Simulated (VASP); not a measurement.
Here is a VASP 6.6.1 calculation.

The input POSCAR:

```
Nb
1.0
   -1.6519635283      1.6519635283      1.6519635283
    1.6519635283     -1.6519635283      1.6519635283
    1.6519635283      1.6519635283     -1.6519635283
Nb
1
Direct
    0.0000000000      0.0000000000      0.0000000000
```

File INCAR.step1:

```
PREC     = Accurate       # precision mode
ENCUT    = 520            # plane-wave cutoff, eV
ISMEAR   = -1             # smearing method
SIGMA    = 0.08           # smearing width, eV
LREAL    = F              # projectors in reciprocal space
LASPH    = T              # aspherical terms in the spheres
NELM     = 60             # most SCF steps
NBANDS   = 12             # bands
GGA      = PE             # functional
ALGO     = Normal         # electronic algorithm
EDIFF    = 1E-4           # SCF threshold, eV
LWAVE    = T              # write WAVECAR
LCHARG   = F              # write CHGCAR
```

Contents of INCAR.step2:

```
PREC     = Accurate       # precision mode
ENCUT    = 520            # plane-wave cutoff, eV
EDIFF    = 1E-7           # SCF threshold, eV
ISMEAR   = -1             # smearing method
SIGMA    = 0.08           # smearing width, eV
LREAL    = F              # projectors in reciprocal space
LASPH    = T              # aspherical terms in the spheres
NELM     = 60             # most SCF steps
ALGO     = Normal         # electronic algorithm
ISIF     = 2              # what is computed and relaxed
LWAVE    = F              # write WAVECAR
LCHARG   = F              # write CHGCAR
METAGGA  = R2SCAN         # meta-GGA
LMIXTAU  = T            
NBANDS   = 12             # bands
ISTART   = 1
```

File KPOINTS:

```
Automatic mesh
0
Gamma
  24 24 24
```

Potentials or basis: VASP PAW PBE potentials, release 64 (Nb_sv).

Launch:

```sh
$ cat potpaw_PBE.64/Nb_sv/POTCAR > POTCAR
$ cp INCAR.step1 INCAR
$ mpirun -np 1 vasp_std > vasp.out
$ cp INCAR.step2 INCAR
$ mpirun -np 1 vasp_std > vasp.out
```

Task: Predict the pressure.

Result: -0.2 GPa.

Caveat: the PAW data sets were made with another functional, which shifts forces and pressure a little.
